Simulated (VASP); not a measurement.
Write the native input for VASP 6.6.1 that does the following.

```
Task                   : relaxation of cell and atoms
Functional             : PBE
Potentials or basis    : VASP PAW PBE potentials, release 64 (Li_sv)
Cutoff                 : 600 eV
k mesh                 : 10 × 10 × 14
Occupations            : gaussian, width 0.1 eV
Spin                   : no spin polarisation
Dipole correction      : no
Further INCAR settings : ALGO = Normal; EDIFF = 1e-07; IBRION = 2; EDIFFG = -0.01; NSW = 100; ISIF = 3
```

The structure of Li lies in POSCAR:

```
Li
1.0
    2.4985855132     -5.2622455418      0.0000000000
    2.4985855132      5.2622455418      0.0000000000
    0.0000000000      0.0000000000      3.0939761879
Li
4
Direct
    0.1304275176      0.8695724824     -0.0000542895
    0.6304275176      0.3695724824      0.5000542895
    0.8695724824      0.1304275176      1.0000542895
    0.3695724824      0.6304275176      0.4999457105
```

The input as run:

INCAR

```
SYSTEM = Li
PREC     = Accurate       ! precision mode
ENCUT    = 600            ! plane-wave cutoff, eV
EDIFF    = 1E-7           ! SCF threshold, eV
ISMEAR   = 0              ! smearing method
SIGMA    = 0.1            ! smearing width, eV
LREAL    = .False.        ! projectors in reciprocal space
LASPH    = .True.         ! aspherical terms in the spheres
NELM     = 100            ! most SCF steps
ALGO     = Normal         ! electronic algorithm
ISIF     = 3              ! what is computed and relaxed
LWAVE    = .False.        ! write WAVECAR
LCHARG   = .False.        ! write CHGCAR
GGA      = PE             ! functional
IBRION   = 2              ! ionic algorithm
NSW      = 100            ! ionic steps
EDIFFG   = -0.01          ! ionic threshold
```

KPOINTS

```
Automatic mesh
0
Gamma
  10 10 14
  0 0 0
```

Potentials or basis: VASP PAW PBE potentials, release 64 (Li_sv).

Launch:

```sh
$ cat potpaw_PBE.64/Li_sv/POTCAR > POTCAR
$ mpirun -np 1 vasp_std > vasp.out
```

It gave:

The relaxed volume is 20.11 Å³/atom. The relaxed cell is a = 5.825 Å, b = 5.825 Å, c = 3.052 Å, α = 90.00°, β = 90.00°, γ = 129.04°. The space group after relaxing (to 0.05 Å) is Fmmm (No. 69) and the energy gained by relaxing is 0.3 meV/atom. The ionic steps are 6 and the pressure after relaxing is 0.0 GPa. The band gap on the k mesh is zero (band 6 reaches 1.95 eV, above the bottom of band 7 at -1.10 eV).

Caveat: the cutoff is under 1.25 times the usual one of these potentials, so pressure, stress and relaxed cells hold a basis-set (Pulay) error.

Wall time 24 min on 1 thread of AMD EPYC 7R43 64-Core Processor (Zen 3), on a shared host, peak memory 0.31 GiB.
